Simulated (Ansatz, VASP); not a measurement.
## HfO2: VASP beside Ansatz

File POSCAR:

```
HfO2
1.0
    0.0000000000      2.5575000000      2.5575000000
    2.5575000000      0.0000000000      2.5575000000
    2.5575000000      2.5575000000      0.0000000000
Hf O
1 2
Direct
   -0.0025294003     -0.0025294003     -0.0025294003
    0.2641092441      0.2641092441      0.2641092441
    0.7641092441      0.7641092441      0.7641092441
```

File INCAR.step1:

```
SYSTEM = HfO2
  PREC = Accurate
  ENCUT = 520
  ISMEAR = 0
  SIGMA = 0.05
  LREAL = .FALSE.
  LASPH = .TRUE.
  NELM = 80
  NBANDS = 18
  GGA = PE
  ALGO = Normal
  EDIFF = 1E-4
  LWAVE = .TRUE.
  LCHARG = .FALSE.
```

Contents of INCAR.step2:

```
SYSTEM = HfO2
  PREC = Accurate
  ENCUT = 520
  EDIFF = 1E-7
  ISMEAR = 0
  SIGMA = 0.05
  LREAL = .FALSE.
  LASPH = .TRUE.
  NELM = 80
  ALGO = Normal
  ISIF = 2
  LWAVE = .FALSE.
  LCHARG = .FALSE.
  METAGGA = R2SCAN
  LMIXTAU = .TRUE.
  NBANDS = 18
  ISTART = 1
```

KPOINTS

```
regular mesh
0
G
  8 8 8
  0 0 0
```

Input for Ansatz:

```yaml
crystal:
  lattice:
    - [0.0, 2.5575, 2.5575]
    - [2.5575, 0.0, 2.5575]
    - [2.5575, 2.5575, 0.0]
  atoms:
    - { symbol: Hf, position: [-0.0025294003, -0.0025294003, -0.0025294003] }
    - { symbol: O, position: [0.2641092441, 0.2641092441, 0.2641092441] }
    - { symbol: O, position: [0.7641092441, 0.7641092441, 0.7641092441] }
basis:
  ecutwfc: 500
kpoints:
  mp_grid: { grid: [8, 8, 8] }
hamiltonian:
  xc: r2scan
scf:
  occupations: { method: gaussian, width: 0.05 }
output:
  forces: true
  stress: true
  eigenvalues: true
```

Change from the starting cell: mode 4 (202.9 1/cm) frozen in, largest displacement +0.125 Å.

Alike in both runs: task single point; functional r2SCAN; k mesh 8 × 8 × 8; occupations gaussian, width 0.05 eV; no spin polarisation.

|  | VASP | Ansatz |
| --- | --- | --- |
| version | VASP 6.6.1 | Ansatz 0.2.0 |
| potentials or method | VASP PAW PBE potentials, release 64 (Hf_pv, O), cutoff 520 eV | scalar-relativistic, plane waves, PAW |
| valence electrons in the cell | 22 | 38 |

```csv
,VASP,Ansatz,Ansatz less VASP
gap on the k mesh at the Fermi level (eV),4.27,4.28,+0.008
least direct gap on the mesh (eV),4.27,4.28,+0.008
pressure (GPa),-9.8,-6.2,+3.57
"traceless stress, the component that is largest in VASP (GPa)",1.25,1.27,+0.019
rms of the force components (eV/Å),0.307,0.332,+0.0256
```

VASP's potentials were made for PBE, not for r2SCAN. Atom by atom the forces differ by 0.026 eV/Å (rms over components). VASP's potentials hold 22 valence electrons a cell and Ansatz's 38, so a difference there can come from the potentials and not from the codes.

Spin-orbit coupling is off throughout.
